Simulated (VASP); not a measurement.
Crystal: LiF (Griceite).

```
CELL_PARAMETERS angstrom
0.00000 1.98678 1.98678
1.98678 0.00000 1.98678
1.98678 1.98678 0.00000
ATOMIC_POSITIONS crystal
F 0.50000 0.50000 0.50000
Li 0.00000 0.00000 0.00000
```

This cell differs from its parent crystal: volume scaled by 0.96.

Base run:

- Program: VASP 6.6.1
- Functional: PBE
- Potentials or basis: VASP PAW PBE potentials, release 64 (F, Li_sv)
- Cutoff: 520 eV
- k mesh: 11 × 11 × 11
- Occupations: fermi-dirac, width 0.05 eV
- Spin: no spin polarisation

Its results: band gap on the k mesh 9.46 eV, direct.

**Question.** The run is repeated on the same cell with these changes: functional from PBE to r2SCAN. What comes out?

**Answer.** Band gap on the k mesh 10.67 eV, direct.

r2SCAN gives the wider gap, since meta-GGAs in the generalised Kohn-Sham scheme recover part of the derivative discontinuity.

A k mesh can miss the band edges.
